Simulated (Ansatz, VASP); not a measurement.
KCl: VASP beside Ansatz

```
K Cl
1.0
     3.77081    0.00000    0.00000
     0.00000    3.77081    0.00000
     0.00000    0.00000    3.77081
K Cl
1 1
Direct
  0.00000 0.00000 0.00000
  0.50000 0.50000 0.50000
```

Alike in both runs: task single point; functional HSE06; k mesh 4 × 4 × 4; no spin polarisation.

|  | VASP | Ansatz |
| --- | --- | --- |
| version | VASP 6.6.1 | Ansatz 0.2.0 |
| potentials or method | VASP PAW PBE potentials, release 64 (K_sv, Cl) | plane waves |
| plane-wave cutoff (eV) | 520 | 420 |
| occupations | gaussian, width 0.01 eV | fixed |
| valence electrons in the cell | 16 | 16 |

|  | VASP | Ansatz | Ansatz less VASP |
| --- | --- | --- | --- |
| gap on the k mesh at the Fermi level (eV) | 6.37 | 6.37 | +0.002 |
| pressure (GPa) | 0.7 | 0.7 | -0.03 |

Ansatz's warnings: stress exchange threshold loose, stress scf threshold loose.
